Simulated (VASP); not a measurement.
# Pd (Fm-3m) in VASP: further runs, part 2 of 2

VASP 6.6.1.

## Step 4: Single point, r2SCAN+rVV10

This run uses another cell than the first one, of 14.46 Å³/atom, 1.021 times its volume.

Input file POSCAR:

```
Pd
1.0
    0.0000000000      1.9334358480      1.9334358480
    1.9334358480      0.0000000000      1.9334358480
    1.9334358480      1.9334358480      0.0000000000
Pd
1
Direct
    0.0000000000      0.0000000000      0.0000000000
```

Input file INCAR.step1:

```
SYSTEM = Pd
ALGO = Normal ; EDIFF = 1E-5
ENCUT = 590 ; GGA = PE
GGA_COMPAT = .False. ; ISMEAR = -1
LASPH = .True. ; LCHARG = .False.
LREAL = .False. ; LWAVE = .True.
NBANDS = 15 ; NELM = 120
PREC = Accurate ; SIGMA = 0.05
```

Input file INCAR.step2:

```
SYSTEM = Pd
ALGO = Normal ; BPARAM = 11.95
CPARAM = 0.0093 ; EDIFF = 1E-6
ENCUT = 590 ; GGA_COMPAT = .False.
ISIF = 2 ; ISMEAR = -1
ISTART = 1 ; IVDW_NL = 2
LASPH = .True. ; LCHARG = .False.
LMIXTAU = .True. ; LREAL = .False.
LUSE_VDW = .True. ; LWAVE = .False.
METAGGA = R2SCAN ; NBANDS = 15
NELM = 120 ; PREC = Accurate
SIGMA = 0.05
```

Input file KPOINTS:

```
k-points
0
Gamma
  12 12 12
  0 0 0
```

Potentials or basis: VASP PAW PBE potentials, release 64 (Pd_sv_GW).

The run is started by

```bash
$ cat potpaw_PBE.64/Pd_sv_GW/POTCAR > POTCAR
$ cp INCAR.step1 INCAR
$ mpirun -np 1 vasp_std > vasp.out
$ cp INCAR.step2 INCAR
$ mpirun -np 1 vasp_std > vasp.out
```

OUTCAR:

```text
SYSTEM = Pd
   BPARAM = 11.95
   EDIFF = 1E-6
   ENCUT = 590
   ISIF = 2
   ISMEAR = -1
   ISTART = 1
   IVDW_NL = 2
   LASPH = .True.
   LREAL = .False.
   METAGGA = R2SCAN
   NELM = 120
   PREC = Accurate

 ion  position               nearest neighbor table
   1  0.000  0.000  0.000-

  LATTYP: Found a face centered cubic cell.
 ALAT       =     3.8668716960

  Lattice vectors:

 A1 = (   0.0000000000,   1.9334358480,   1.9334358480)
 A2 = (   1.9334358480,   0.0000000000,   1.9334358480)
 A3 = (   1.9334358480,   1.9334358480,   0.0000000000)

Analysis of symmetry for initial positions (statically):
[... 33 lines left out ...]
                                     Primitive cell

  volume of cell :      14.4550

  direct lattice vectors                    reciprocal lattice vectors
     0.000000000  1.933435848  1.933435848    -0.258606977  0.258606977  0.258606977
     1.933435848  0.000000000  1.933435848     0.258606977 -0.258606977  0.258606977
     1.933435848  1.933435848  0.000000000     0.258606977  0.258606977 -0.258606977

  length of vectors
     2.734291198  2.734291198  2.734291198     0.447920423  0.447920423  0.447920423

  position of ions in fractional coordinates (direct lattice)
     0.000000000  0.000000000  0.000000000

  ion indices of the primitive-cell ions
   primitive index   ion index
                 1           1

----------------------------------------------------------------------------------------

 KPOINTS: k-points

Automatic generation of k-mesh.
 Grid dimensions read from file:
 generate k-points for:   12   12   12

 Generating k-lattice:

  Cartesian coordinates                     Fractional coordinates (reciprocal lattice)
    -0.021550581  0.021550581  0.021550581     0.083333333  0.000000000  0.000000000
     0.021550581 -0.021550581  0.021550581     0.000000000  0.083333333  0.000000000
[... 77 lines left out ...]
     AMIX     =   0.40;   BMIX     =  1.00
     AMIX_MAG =   1.60;   BMIX_MAG =  1.00
  volume/ion in A,a.u.               =      14.46        97.55
  Fermi-wavevector in a.u.,A,eV,Ry     =   1.761270  3.328317 42.206245  3.102071
  Thomas-Fermi vector in A             =   2.829872
   LORBIT       =      0    0 simple, 1 ext, 2 COOP (PROOUT), +10 PAW based schemes
   METAGGA = R2SCAN    functional components
   LHFCALC =     F    Hartree Fock is set to
   AEXX    =    0.0000 exact exchange contribution
   IVDW_NL    =     2    kernel type
   BPARAM     =11.9500
   IVDW    =     0    specifies the selected vdW correction
   LEPSILON=     F    determine dielectric tensor
   LRPA    =     F    only Hartree local field effects (RPA)
 non-spin polarized calculation
  energy-cutoff  :      590.00
  volume of cell :       14.46
 maximum number of plane-waves:       495
 NGX is ok and might be reduce to    24
   NGX = 11   NGY = 11   NGZ = 11

 number of electron      17.9999997 magnetization

 Free energy of the ion-electron system (eV)
  ---------------------------------------------------
  ext. energy  EPLUGINS =         0.00000000
  ---------------------------------------------------
  free energy    TOTEN  =       -21.06346293 eV

  energy without entropy =      -21.04547521  energy(sigma->0) =      -21.05446907

 E-fermi :   8.5307     XC(G=0): -14.6274

 val. band max:        8.5269558449   @ k =   0.5000   0.0833   0.0000
 cond. band min:       8.5326597234   @ k =  -0.2500   0.4167   0.1667
 fundamental gap:      0.0057038784
 Fermi energy:         8.5306525119

 k-point     1 :       0.0000    0.0000    0.0000
  band No.  band energies     occupation
      1     -77.9758      2.00000
      2     -42.6182      2.00000
      3     -42.6182      2.00000
      4     -42.6182      2.00000
      5       1.2341      2.00000
      6       5.5426      2.00000
      7       5.5426      2.00000
      8       5.5426      2.00000
      9       7.2042      2.00000
     10       7.2042      2.00000
     11      26.3062      0.00000
     12      31.3507      0.00000
     13      31.3507      0.00000
     14      31.3507      0.00000
[... 401 lines left out ...]
      2     -43.0425      2.00000
      3     -42.7698      2.00000
      4     -42.7030      2.00000
      5       3.6185      2.00000
      6       5.0206      2.00000
      7       6.0325      2.00000
      8       6.5540      2.00000
      9       8.2779      1.98733
     10      12.5132      0.00000
     11      16.7327      0.00000
     12      25.2291      0.00000
     13      28.3145      0.00000
     14      29.5018      0.00000
     15      37.5387      0.00000

 [... further k-points ...]
[... 5 lines left out ...]
  --------------------------------------------------------------------------------------
  -------------------------------------------------------------------------------------
  Total        0.2142476      0.2142476      0.2142476      0.0000000      0.0000000      0.0000000
  in kB       23.7469150     23.7469150     23.7469150      0.0000000      0.0000000      0.0000000
  external PRESSURE =      23.7469150 kB  Pullay stress =       0.0000000 kB

 VOLUME and BASIS-vectors are now :
 -----------------------------------------------------------------------------
  energy-cutoff  :      590.00
  volume of cell :       14.46
      direct lattice vectors                 reciprocal lattice vectors
     0.000000000  1.933435848  1.933435848    -0.258606977  0.258606977  0.258606977
     1.933435848  0.000000000  1.933435848     0.258606977 -0.258606977  0.258606977
     1.933435848  1.933435848  0.000000000     0.258606977  0.258606977 -0.258606977

 POSITION                                       TOTAL-FORCE (eV/Angst)
 -----------------------------------------------------------------------------------
      0.00000      0.00000      0.00000         0.000000      0.000000      0.000000
 -----------------------------------------------------------------------------------
    total drift:                               -0.000000      0.000000      0.000000

  FREE ENERGIE OF THE ION-ELECTRON SYSTEM (eV)
  ---------------------------------------------------
  free  energy   TOTEN  =       -21.0634629260 eV

  energy  without entropy=      -21.0454752109  energy(sigma->0) =      -21.05446907
```

It took 72 s on 1 thread of AMD EPYC 9R45 (Zen 5), shared host; peak memory 0.2 GiB.

What came out:

| Item | Value |
| --- | --- |
| Free energy | -21.0635 eV |
| Pressure | 2.4 GPa |
| Band gap on the k mesh | zero (band 9 reaches 8.87 eV, above the bottom of band 10 at 7.14 eV) |

Caveat: the PAW data sets were made with another functional, which shifts forces and pressure a little.

## Step 5: The runs side by side

```csv
cell,gap on the mesh (eV),pressure (GPa)
"a = 2.716 Å, angles 60.0°, 1 atom",none,7.1
"a = 2.753 Å, angles 60.0°, 1 atom",none,-1.7
"a = 2.734 Å, angles 60.0°, 1 atom",none,2.4
```

Alike in all rows: task single point; level r2SCAN+rVV10; potentials or basis VASP PAW PBE potentials, release 64 (Pd_sv_GW); no spin polarisation; k mesh 12 × 12 × 12; cutoff (eV) 590; smearing fermi-dirac 0.05 eV.

Caveats: the PAW data sets were made with another functional, which shifts forces and pressure a little.

Absolute energies hang on the potentials; compare differences alone.
